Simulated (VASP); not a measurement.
CuO: relaxation of shape and atoms at fixed volume with PBE

CuO:

```
Cu O
1.0
     2.12837   -2.13192    0.16676
     2.12837    2.13192    0.16676
    -0.40832    0.00000    5.19973
Cu O
2 2
Direct
  0.00000 0.50000 0.00000
  0.50000 0.00000 0.50000
  0.50005 0.49995 0.25000
  0.49995 0.50005 0.75000
```

```yaml
Program: VASP 6.6.1
Task: relaxation of shape and atoms at fixed volume
Functional: PBE
Potentials_or_basis: VASP PAW PBE potentials, release 64 (Cu, O)
Cutoff: 600 eV
k_mesh: 14 × 14 × 8
Occupations: gaussian, width 0.1 eV
Spin: no spin polarisation
Dipole_correction: no
Further_INCAR_settings: ALGO = Fast; EDIFF = 1e-06; IBRION = 2; EDIFFG = -0.01; NSW = 50; ISIF = 4
```

```
Energy gained by relaxing : 0.2 meV/atom
Ionic steps               : 3
Pressure after relaxing   : -6.7 GPa
Band gap on the k mesh    : zero (bands 17 and 18 overlap by 1.19 eV)
```

The path:
```csv
step,energy change (eV),largest force (eV/Å),pressure (GPa),volume (Å³)
1,0.0000,0.0002,-6.74,47.48
2,-0.0007,0.0002,-6.76,47.48
3,-0.0009,0.0002,-6.73,47.48
```

Final structure:
```yaml
crystal:
  lattice:
    - [2.13357, -2.13758, 0.16720]
    - [2.13357, 2.13758, 0.16720]
    - [-0.40617, 0.00000, 5.17330]
  atoms:
    - { symbol: Cu, position: [0.00000, 0.50000, 0.00000] }
    - { symbol: Cu, position: [0.50000, 0.00000, 0.50000] }
    - { symbol: O, position: [0.50004, 0.49996, 0.25000] }
    - { symbol: O, position: [0.49996, 0.50004, 0.75000] }
```

Levels at points of the mesh, in eV from the Fermi level:
| k point | band 13 | band 14 | band 15 | band 16 | band 17 | band 18 | band 19 | band 20 | band 21 |
| --- | --- | --- | --- | --- | --- | --- | --- | --- | --- |
| (0.00, 0.00, 0.00) | -2.22 | -2.13 | -2.08 | -1.73 | 0.64 | 0.64 | 1.24 | 5.99 | 7.04 |
| (0.50, 0.00, 0.00) | -2.17 | -1.75 | -1.48 | -1.40 | 0.19 | 0.46 | 3.94 | 5.59 | 6.10 |
| (0.50, 0.50, 0.00) | -2.22 | -2.21 | -1.59 | -1.16 | -1.16 | 1.03 | 2.30 | 7.23 | 9.37 |
| (0.00, 0.00, 0.50) | -2.08 | -2.08 | -1.47 | -1.47 | 0.12 | 0.12 | 3.29 | 3.29 | 11.40 |
| (0.50, 0.00, 0.50) | -2.23 | -2.18 | -1.89 | -1.73 | -0.24 | 0.63 | 4.40 | 5.65 | 8.07 |
| (0.50, 0.50, 0.50) | -1.73 | -1.73 | -1.36 | -1.36 | -0.55 | -0.55 | 4.09 | 4.09 | 9.77 |

Wall time 21 min on 1 thread of Oxide Virtual Turin-like Processor, with other jobs on the host, peak memory 0.51 GiB.

Caveat: semilocal functionals often make such compounds metallic where correlation or magnetic order opens a gap, which also shifts bond lengths. With open d or f shells a metallic result of PBE can be an artefact of self-interaction; +U or a hybrid may open a gap.
